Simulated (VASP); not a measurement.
# Al2Si (P4/mmm) in VASP: further runs

Runs on Al2Si. Level: PBE. Tasks: single point, relaxation of cell and atoms.

Program: VASP 6.6.1. These are calculated values, not measurements. Logs are shortened: lines on timing, memory, paths and dates and some standing lists are left out, and cuts for length are marked.

## Step 1: The cell of the first run

Symmetry: P4/mmm, No. 123, tetragonal system. Conventional cell: a = 2.848 Å, b = 2.848 Å, c = 6.393 Å, α = 90.00°, β = 90.00°, γ = 90.00°. Al (site symmetry 4mm) has 5 Al at 2.67 to 2.85 Å and 4 Si at 2.74 Å within 3.5 Å. Within 3.6 Å of Si (site symmetry 4/mmm) lie 8 Al at 2.74 Å and 4 Si at 2.85 Å.

## Step 2: Single point, PBE

INCAR reads:

```
  ALGO = Fast
  EDIFF = 1E-6
  ENCUT = 520
  GGA = PE
  ISIF = 2
  ISMEAR = 0
  LASPH = T
  LCHARG = F
  LREAL = F
  LWAVE = F
  NBANDS = 12
  NELM = 60
  PREC = Accurate
  SIGMA = 0.1
```

KPOINTS reads:

```
k-points
0
Gamma
  16 16 8
```

POSCAR reads:

```
Al2Si
1.0
    2.8477760589      0.0000000000      0.0000000000
    0.0000000000      2.8477760589      0.0000000000
    0.0000000000      0.0000000000      6.3931319280
Al Si
2 1
Direct
    0.5000000000      0.5000000000      0.2911511757
    0.5000000000      0.5000000000      0.7088488243
    0.0000000000      0.0000000000      0.0000000000
```

Potentials or basis: VASP PAW PBE potentials, release 64 (Al, Si).

Command:

```
cat potpaw_PBE.64/Al/POTCAR potpaw_PBE.64/Si/POTCAR > POTCAR
mpirun -np 1 vasp_std > vasp.out
```

OUTCAR:

```text
EDIFF = 1E-6
   ENCUT = 520
   GGA = PE
   ISIF = 2
   ISMEAR = 0
   LASPH = T
   LREAL = F
   NELM = 60
   PREC = Accurate

 ion  position               nearest neighbor table
   1  0.500  0.500  0.291-   2 2.67   3 2.74   3 2.74   3 2.74   3 2.74
   2  0.500  0.500  0.709-   1 2.67   3 2.74   3 2.74   3 2.74   3 2.74
   3  0.000  0.000  0.000-   1 2.74   2 2.74   1 2.74   2 2.74   1 2.74   2 2.74   1 2.74   2 2.74

  LATTYP: Found a simple tetragonal cell.
 ALAT       =     2.8477760589
 C/A-ratio  =     2.2449559922

  Lattice vectors:

 A1 = (   2.8477760589,   0.0000000000,   0.0000000000)
 A2 = (   0.0000000000,   2.8477760589,   0.0000000000)
 A3 = (   0.0000000000,   0.0000000000,   6.3931319280)

Analysis of symmetry for initial positions (statically):
=====================================================================
 Subroutine PRICEL returns:
 Original cell was already a primitive cell.

 Routine SETGRP: Setting up the symmetry group for a
 simple tetragonal supercell.

 Subroutine GETGRP returns: Found 16 space group operations
 (whereof 16 operations were pure point group operations)
 out of a pool of 16 trial point group operations.

The static configuration has the point symmetry D_4h.

Analysis of symmetry for dynamics (positions and initial velocities):
=====================================================================
 Subroutine PRICEL returns:
 Original cell was already a primitive cell.

 Routine SETGRP: Setting up the symmetry group for a
 simple tetragonal supercell.

 Subroutine GETGRP returns: Found 16 space group operations
 (whereof 16 operations were pure point group operations)
 out of a pool of 16 trial point group operations.

The dynamic configuration has the point symmetry D_4h.

 Subroutine INISYM returns: Found 16 space group operations
 (whereof 16 operations are pure point group operations),
 and found     1 'primitive' translations

----------------------------------------------------------------------------------------

                                     Primitive cell

  volume of cell :      51.8472

  direct lattice vectors                    reciprocal lattice vectors
     2.847776059  0.000000000  0.000000000     0.351151207  0.000000000  0.000000000
     0.000000000  2.847776059  0.000000000     0.000000000  0.351151207  0.000000000
     0.000000000  0.000000000  6.393131928     0.000000000  0.000000000  0.156417858

  length of vectors
     2.847776059  2.847776059  6.393131928     0.351151207  0.351151207  0.156417858

  position of ions in fractional coordinates (direct lattice)
     0.500000000  0.500000000  0.291151176
     0.500000000  0.500000000  0.708848824
     0.000000000  0.000000000  0.000000000

  ion indices of the primitive-cell ions
   primitive index   ion index
                 1           1
                 2           2
                 3           3

----------------------------------------------------------------------------------------

 KPOINTS: k-points

Automatic generation of k-mesh.
 Grid dimensions read from file:
 generate k-points for:   16   16    8

 Generating k-lattice:

  Cartesian coordinates                     Fractional coordinates (reciprocal lattice)
     0.021946950  0.000000000  0.000000000     0.062500000  0.000000000  0.000000000
     0.000000000  0.021946950  0.000000000     0.000000000  0.062500000  0.000000000
     0.000000000  0.000000000  0.019552232     0.000000000  0.000000000  0.125000000

  Length of vectors
     0.021946950  0.021946950  0.019552232

  Shift w.r.t. Gamma in fractional coordinates (k-lattice)
     0.000000000  0.000000000  0.000000000

 Subroutine IBZKPT returns following result:
 ===========================================

 Found    225 irreducible k-points:

 Following reciprocal coordinates:
            Coordinates               Weight
  0.000000  0.000000  0.000000      1.000000
  0.062500  0.000000  0.000000      4.000000
  0.125000  0.000000  0.000000      4.000000
  0.187500  0.000000  0.000000      4.000000
  0.250000  0.000000  0.000000      4.000000
  0.312500  0.000000  0.000000      4.000000
[... 16 lines left out ...]
  0.437500  0.125000  0.000000      8.000000
  0.500000  0.125000  0.000000      4.000000
 [... further k-points ...]
   k-points           NKPTS =    225   k-points in BZ     NKDIM =    225   number of bands    NBANDS=     12
   number of dos      NEDOS =    301   number of ions     NIONS =      3
   total plane-waves  NPLWV =  27648
   dimension x,y,z NGX =    24 NGY =   24 NGZ =   48
   dimension x,y,z NGXF=    48 NGYF=   48 NGZF=   96
   ions per type =               2   1
   NGX,Y,Z   is equivalent  to a cutoff of  14.01, 14.01, 12.48 a.u.
   NGXF,Y,Z  is equivalent  to a cutoff of  28.02, 28.02, 24.96 a.u.
 SYSTEM =  unknown system
   PREC   = accura    normal or accurate (medium, high low for compatibility)
   ISTART =      0    job   : 0-new  1-cont  2-samecut
   ICHARG =      2    charge: 1-file 2-atom 10-const
   ISPIN  =      1    spin polarized calculation?
   LNONCOLLINEAR =      F non collinear calculations
   LSORBIT =      F    spin-orbit coupling
   LASPH  =      T    aspherical Exc in radial PAW
   ENCUT  =  520.0 eV  38.22 Ry    6.18 a.u.   5.29  5.29 11.89*2*pi/ulx,y,z
   NELM   =     60;   NELMIN=  2; NELMDL= -5     # of ELM steps
   EDIFF  = 0.1E-05   stopping-criterion for ELM
   LREAL  =      F    real-space projection
   EDIFFG = 0.1E-04   stopping-criterion for IOM
   NSW    =      0    number of steps for IOM
   IBRION =     -1    ionic relax: 0-MD 1-quasi-New 2-CG
   NFREE  =      0    steps in history (QN), initial steepest desc. (CG)
   ISIF   =      2    stress and relaxation
   ISYM   =      2    0-nonsym 1-usesym 2-fastsym
   POTIM  = 0.5000    time-step for ionic-motion
   TEBEG  =    0.0;   TEEND  =   0.0 temperature during run
   PSTRESS=    0.0 pullay stress
   NELECT =      10.0000    total number of electrons
   NUPDOWN=      -1.0000    fix difference up-down
   EMIN   =  10.00;   EMAX   =-10.00  energy-range for DOS
   EFERMI =   0.00;   METHOD = LEGACY
   ISMEAR =     0;   SIGMA  =   0.10  broadening in eV -4-tet -1-fermi 0-gaus
   EFERMI_NEDOS =   21; number of points for ismear=-14 and -15
   IALGO  =     68    algorithm
   IMIX   =      4    mixing-type and parameters
     AMIX     =   0.40;   BMIX     =  1.00
     AMIX_MAG =   1.60;   BMIX_MAG =  1.00
  volume/ion in A,a.u.               =      17.28       116.63
  Fermi-wavevector in a.u.,A,eV,Ry     =   0.945873  1.787442 12.172815  0.894677
  Thomas-Fermi vector in A             =   2.073817
   LORBIT       =      0    0 simple, 1 ext, 2 COOP (PROOUT), +10 PAW based schemes
   GGA     = PE    functional components
   LHFCALC =     F    Hartree Fock is set to
   AEXX    =    0.0000 exact exchange contribution
   IVDW    =     0    specifies the selected vdW correction
   LEPSILON=     F    determine dielectric tensor
   LRPA    =     F    only Hartree local field effects (RPA)
 non-spin polarized calculation
 RMM-DIIS sequential band-by-band and
 Gauss-broadening in eV      SIGMA  =   0.10
  energy-cutoff  :      520.00
  volume of cell :       51.85
 maximum number of plane-waves:      1424
 NGX is ok and might be reduce to    24
   NGX = 11   NGY = 11   NGZ = 23

 number of electron      10.0000000 magnetization

 Free energy of the ion-electron system (eV)
  ---------------------------------------------------
  ext. energy  EPLUGINS =         0.00000000
  ---------------------------------------------------
  free energy    TOTEN  =       -12.07927416 eV

  energy without entropy =      -12.07157849  energy(sigma->0) =      -12.07542633

 E-fermi :   7.6000     XC(G=0): -10.0979

 val. band max:        7.5987196430   @ k =   0.3750   0.2500   0.3750
 cond. band min:       7.6103117487   @ k =   0.5000   0.3750   0.5000
 fundamental gap:      0.0115921057
 Fermi energy:         7.6000352798

 k-point     1 :       0.0000    0.0000    0.0000
  band No.  band energies     occupation
      1      -4.8260      2.00000
      2      -0.5159      2.00000
      3       0.5598      2.00000
      4       9.6681      0.00000
      5      10.3944      0.00000
      6      11.3796      0.00000
      7      11.3796      0.00000
      8      12.5042      0.00000
      9      15.2407      0.00000
     10      15.8648      0.00000
     11      15.8648      0.00000
     12      16.0559      0.00000

 k-point     2 :       0.0625    0.0000    0.0000
  band No.  band energies     occupation
      1      -4.7564      2.00000
      2      -0.4466      2.00000
      3       0.6276      2.00000
      4       9.7292      0.00000
      5      10.0863      0.00000
      6      10.5006      0.00000
      7      11.4387      0.00000
      8      13.2784      0.00000
      9      14.3195      0.00000
     10      15.5898      0.00000
     11      15.9196      0.00000
     12      15.9259      0.00000

 k-point     3 :       0.1250    0.0000    0.0000
  band No.  band energies     occupation
      1      -4.5479      2.00000
      2      -0.2392      2.00000
      3       0.8302      2.00000
      4       8.3884      0.00000
      5       9.9068      0.00000
      6      10.6028      0.00000
      7      11.6156      0.00000
      8      12.5947      0.00000
      9      13.5477      0.00000
     10      14.3512      0.00000
     11      16.1094      0.00000
     12      17.4546      0.00000
[... 286 lines left out ...]
 k-point    23 :       0.4375    0.1250    0.0000
  band No.  band energies     occupation
      1      -1.2497      2.00000
      2       1.1406      2.00000
      3       3.0475      2.00000
      4       4.0859      2.00000
      5       5.4060      2.00000
      6       6.5666      2.00000
      7      11.4400      0.00000
      8      12.9139      0.00000
      9      13.6476      0.00000
     10      14.1385      0.00000
     11      14.7029      0.00000
     12      16.1864      0.00000

 k-point    24 :       0.5000    0.1250    0.0000
  band No.  band energies     occupation
      1      -0.6252      2.00000
      2       0.3965      2.00000
      3       3.6875      2.00000
      4       4.6110      2.00000
      5       4.6402      2.00000
      6       5.9119      2.00000
      7      11.8643      0.00000
      8      13.4218      0.00000
      9      13.4398      0.00000
     10      14.2254      0.00000
     11      14.2783      0.00000
     12      15.8044      0.00000

 [... further k-points ...]
[... 5 lines left out ...]
  --------------------------------------------------------------------------------------
  -------------------------------------------------------------------------------------
  Total       -0.0146856     -0.0146856     -0.0046668      0.0000000      0.0000000      0.0000000
  in kB       -0.4538115     -0.4538115     -0.1442129      0.0000000      0.0000000      0.0000000
  external PRESSURE =      -0.3506120 kB  Pullay stress =       0.0000000 kB

 VOLUME and BASIS-vectors are now :
 -----------------------------------------------------------------------------
  energy-cutoff  :      520.00
  volume of cell :       51.85
      direct lattice vectors                 reciprocal lattice vectors
     2.847776059  0.000000000  0.000000000     0.351151207  0.000000000  0.000000000
     0.000000000  2.847776059  0.000000000     0.000000000  0.351151207  0.000000000
     0.000000000  0.000000000  6.393131928     0.000000000  0.000000000  0.156417858

 POSITION                                       TOTAL-FORCE (eV/Angst)
 -----------------------------------------------------------------------------------
      1.42389      1.42389      1.86137         0.000000     -0.000000     -0.000967
      1.42389      1.42389      4.53176         0.000000      0.000000      0.000967
      0.00000      0.00000      0.00000         0.000000      0.000000      0.000000
 -----------------------------------------------------------------------------------
    total drift:                               -0.000000      0.000000      0.000000

  FREE ENERGIE OF THE ION-ELECTRON SYSTEM (eV)
  ---------------------------------------------------
  free  energy   TOTEN  =       -12.0792741642 eV

  energy  without entropy=      -12.0715784872  energy(sigma->0) =      -12.07542633
```

Wall time 38 s (1 thread of Intel Xeon 6975P-C (Granite Rapids), shared host); peak memory 0.25 GiB.

What came out:

* Free energy: -12.0793 eV
* Pressure: 0.0 GPa
* Band gap on the k mesh: zero (band 5 reaches 11.45 eV, above the bottom of band 6 at 5.65 eV)

[end of part 1 of 2]
